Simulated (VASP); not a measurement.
# Hf (P6_3/mmc) in VASP: further runs, part 2 of 2

VASP 6.6.1. Earlier steps stand in the parts before.

### 4 Vibrations by perturbation theory, PBE

This run uses another cell than the first one, of 22.54 Å³/atom.

Input file INCAR:

```
SYSTEM = Hf
PREC = Accurate
ENCUT = 520
EDIFF = 1E-8
ISMEAR = 0
SIGMA = 0.1
LREAL = .FALSE.
LASPH = .TRUE.
NELM = 80
ALGO = Normal
ISIF = 2
LWAVE = .FALSE.
LCHARG = .FALSE.
GGA = PE
NBANDS = 17
IBRION = 8
NSW = 1
```

Input file KPOINTS:

```
Automatic mesh
0
G
  16 16 10
  0 0 0
```

Input file POSCAR:

```
Hf
1.0
    3.2051001026      0.0000000000      0.0000000000
   -1.6025500513      2.7756981105      0.0000000000
    0.0000000000      0.0000000000      5.0676415388
Hf
2
Direct
    0.3333333333      0.6666666667      0.2500000000
    0.6666666667      0.3333333333      0.7500000000
```

Potentials or basis: VASP PAW PBE potentials, release 64 (Hf_pv).

On the command line:

```bash
$ cat potpaw_PBE.64/Hf_pv/POTCAR > POTCAR
$ mpirun -np 1 vasp_std > vasp.out
```

OUTCAR:

```text
SYSTEM = Hf
   PREC = Accurate
   ENCUT = 520
   EDIFF = 1E-8
   ISMEAR = 0
   LREAL = .FALSE.
   LASPH = .TRUE.
   NELM = 80
   ISIF = 2
   GGA = PE
   IBRION = 8
   NSW = 1

 ion  position               nearest neighbor table
   1  0.333  0.667  0.250-   2 3.14   2 3.14   2 3.14   2 3.14   2 3.14   2 3.14
   2  0.667  0.333  0.750-   1 3.14   1 3.14   1 3.14   1 3.14   1 3.14   1 3.14

  LATTYP: Found a hexagonal cell.
 ALAT       =     3.2051001026
 C/A-ratio  =     1.5811180233

  Lattice vectors:

 A1 = (   3.2051001026,   0.0000000000,   0.0000000000)
 A2 = (  -1.6025500513,   2.7756981105,   0.0000000000)
 A3 = (   0.0000000000,   0.0000000000,   5.0676415388)

Analysis of symmetry for initial positions (statically):
=====================================================================
 Subroutine PRICEL returns:
 Original cell was already a primitive cell.

 Routine SETGRP: Setting up the symmetry group for a
 hexagonal supercell.

 Subroutine GETGRP returns: Found 24 space group operations
 (whereof 12 operations were pure point group operations)
 out of a pool of 24 trial point group operations.

The static configuration has the point symmetry D_3d.
 The point group associated with its full space group is D_6h.

Analysis of symmetry for dynamics (positions and initial velocities):
=====================================================================
 Subroutine PRICEL returns:
 Original cell was already a primitive cell.

[... 670 lines left out ...]
      1.60255      0.92523      3.80073         0.000000     -0.000000      0.000000
 -----------------------------------------------------------------------------------
    total drift:                                0.000000     -0.000000      0.000000

  FREE ENERGIE OF THE ION-ELECTRON SYSTEM (eV)
  ---------------------------------------------------
  free  energy   TOTEN  =       -19.8537472451 eV

  energy  without entropy=      -19.8463142291  energy(sigma->0) =      -19.85003074

[... ionic steps 2 to 3 ...]

--------------------------------------- Ionic step        4  -------------------------------------------

------------------------ aborting loop because EDIFF is reached ----------------------------------------

[... ionic steps 5 to 5 ...]

--------------------------------------- Ionic step        6  -------------------------------------------

 Free energy of the ion-electron system (eV)
  ---------------------------------------------------
  ---------------------------------------------------
  free energy    TOTEN  =        -0.25313360 eV

  energy without entropy =       -0.25313360

------------------------ aborting loop because EDIFF is reached ----------------------------------------

 INTERNAL STRAIN TENSOR  FOR ION    1  DIRECTION 3   (eV/Angst):
 -----------------------------------------------------------------------------
     0.03348  0.00000 -0.00000
     0.00000  0.03348  0.00000
     0.00000 -0.00000 -0.06413

 INTERNAL STRAIN TENSOR FOR ION    2 for displacements in x,y,z  (eV/Angst):
          X           Y           Z          XY          YZ          ZX
  --------------------------------------------------------------------------------
  x     0.00000     0.00000     0.00000     3.04436     0.00000     0.00000
  y     3.04436    -3.04436     0.00000     0.00000     0.00000     0.00000
  z     0.00000     0.00000    -0.00000     0.00000     0.00000     0.00000

 SECOND DERIVATIVES (NOT SYMMETRIZED)
 ------------------------------------
               1X          1Y          1Z          2X          2Y          2Z
  1X    -2.224363    0.000000    0.000000    2.224363   -0.000000    0.000000
  1Y     0.000000   -2.224363    0.000000    0.000000    2.224363    0.000000
  1Z     0.000000    0.000000   -3.019052   -0.000000    0.000000    3.019052
  2X     2.224363   -0.000000    0.000000   -2.224363    0.000000    0.000000
  2Y     0.000000    2.224363    0.000000    0.000000   -2.224363    0.000000
  2Z    -0.000000    0.000000    3.019052    0.000000    0.000000   -3.019052

 Eigenvectors and eigenvalues of the dynamical matrix
 ----------------------------------------------------

   1 f  =    2.875372 THz    18.066497 2PiTHz   95.912097 cm-1    11.891579 meV
             X         Y         Z           dx          dy          dz
     -0.000000  1.850465  1.266910     0.000000    0.000000   -0.707107
      1.602550  0.925233  3.800731    -0.000000    0.000000    0.707107
[... 21 lines left out ...]
   6 f  =    0.000000 THz     0.000000 2PiTHz    0.000000 cm-1     0.000000 meV
             X         Y         Z           dx          dy          dz
     -0.000000  1.850465  1.266910    -0.000000    0.000000    0.707107
      1.602550  0.925233  3.800731     0.000000    0.000000    0.707107

--------------------------------------------------------------------------------------------------------

 ELASTIC MODULI CONTR FROM IONIC RELAXATION (kBar)
 Direction    XX          YY          ZZ          XY          YZ          ZX
 --------------------------------------------------------------------------------
 XX        -148.0739    148.0739     -0.0000     -0.0000      0.0000     -0.0000
 YY         148.0739   -148.0739      0.0000      0.0000      0.0000     -0.0000
 ZZ          -0.0000      0.0000     -0.0000     -0.0000      0.0000      0.0000
 XY          -0.0000      0.0000     -0.0000   -148.0739      0.0000     -0.0000
 YZ           0.0000      0.0000      0.0000      0.0000      0.0000      0.0000
 ZX          -0.0000     -0.0000      0.0000     -0.0000      0.0000     -0.0000
 --------------------------------------------------------------------------------
```

OSZICAR:

```text
N       E                     dE             d eps       ncg     rms          rms(c)
DAV:   1     0.500481925287E+02    0.50048E+02   -0.11414E+04  6144   0.112E+03
DAV:   2    -0.187123687561E+02   -0.68761E+02   -0.67105E+02  8044   0.248E+02
[... 121 lines left out ...]
RMM:  75    -0.253133598640E+00    0.42330E-09   -0.37571E-07 16915   0.400E-04    0.793E-07
RMM:  76    -0.253133598616E+00    0.24366E-10   -0.37064E-07 16911   0.400E-04    0.982E-07
RMM:  77    -0.253133599098E+00   -0.48167E-09   -0.37311E-07 16901   0.400E-04    0.811E-07
RMM:  78    -0.253133598757E+00    0.34012E-09   -0.36691E-07 16926   0.400E-04    0.965E-07
RMM:  79    -0.253133599004E+00   -0.24643E-09   -0.37255E-07 16948   0.400E-04    0.735E-07
RMM:  80    -0.253133598549E+00    0.45487E-09   -0.36143E-07 16967   0.400E-04    0.993E-07
 Linear response finished
```

stdout:

```text
POSCAR found type information on POSCAR Hf
 POSCAR found :  1 types and       2 ions
 scaLAPACK will be used
 LDA part: xc-table for (Slater+PW92), standard interpolation
 POSCAR, INCAR and KPOINTS ok, starting setup
 FFT: planning ... GRIDC
 FFT: planning ... GRID_SOFT
 FFT: planning ... GRID
 WAVECAR not read
 entering main loop
 Linear response reoptimize wavefunctions to high precision
 Linear response DOF=           2
 Linear response progress:
 first order change of Fermi-energy  -0.44437E-05
 force on displaced ion       1 direction 1 :  -2.224  -0.000   0.000
 Linear response progress:
 first order change of Fermi-energy  -0.15531E-03
 force on displaced ion       1 direction 3 :   0.000  -0.000  -3.019
 Linear response finished
```

Wall time 43 min (1 thread of Oxide Virtual Turin-like, shared host); peak memory 1.1 GiB.

What came out:

```
Highest phonon frequency at Γ : 96 cm⁻¹
```

Phonon frequencies in cm⁻¹ (negative: imaginary):
```csv
q point,frequencies
"(0.000, 0.000, 0.000)",0 0 0 82 82 96
```

Caveat: spin-orbit coupling is left out, which moves the levels of the heavy elements.
